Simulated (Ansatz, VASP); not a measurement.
## Ru: VASP beside Ansatz

The input INCAR:

```
SYSTEM = Ru
PREC = Accurate
ENCUT = 520
EDIFF = 1E-7
ISMEAR = 0
SIGMA = 0.15
LREAL = .FALSE.
LASPH = .TRUE.
NELM = 60
ALGO = Fast
ISIF = 2
LWAVE = .FALSE.
LCHARG = .FALSE.
GGA = PS
NBANDS = 21
```

The input KPOINTS:

```
regular mesh
0
G
  24 24 12
  0 0 0
```

The input POSCAR:

```
Ru
1.0
    2.7869733142      0.0000000000      0.0000000000
   -1.3934866571      2.4135896898      0.0000000000
    0.0000000000      0.0000000000      4.2819000000
Ru
2
Direct
    0.3333333333      0.6666666667      0.2500000000
    0.6666666667      0.3333333333      0.7500000000
```

Input for Ansatz:

```yaml
crystal:
  lattice:
    - [2.7869733142, 0.0, 0.0]
    - [-1.3934866571, 2.4135896898, 0.0]
    - [0.0, 0.0, 4.2819]
  atoms:
    - { symbol: Ru, position: [0.3333333333, 0.6666666667, 0.25] }
    - { symbol: Ru, position: [0.6666666667, 0.3333333333, 0.75] }
basis:
  ecutwfc: 420
kpoints:
  mp_grid: { grid: [24, 24, 12] }
hamiltonian:
  xc: pbesol
scf:
  occupations: { method: gaussian, width: 0.15 }
output:
  forces: true
  stress: true
  eigenvalues: true
```

Change from the starting cell: strain +0.030 along x and y, +0.000 along z, atoms carried along.

Alike in both runs: task single point; functional PBEsol; k mesh 24 × 24 × 12; occupations gaussian, width 0.15 eV; no spin polarisation.

```csv
,VASP,Ansatz
version,VASP 6.6.1,Ansatz 0.2.0
potentials or method,"VASP PAW PBE potentials, release 64 (Ru_pv), cutoff 520 eV","scalar-relativistic, plane waves, PAW"
valence electrons in the cell,28,32
```

|  | VASP | Ansatz | Ansatz less VASP |
| --- | --- | --- | --- |
| gap on the k mesh at the Fermi level (eV) | none | none | - |
| pressure (GPa) | -22.0 | -21.9 | +0.14 |
| traceless stress, the component that is largest in VASP (GPa) | 5.56 | 5.56 | +0.005 |

VASP's potentials were made for PBE, not for PBEsol. A gap of «none» marks a metal or a gap that the smearing closes. VASP's potentials hold 28 valence electrons a cell and Ansatz's 32, so a difference there can come from the potentials and not from the codes.
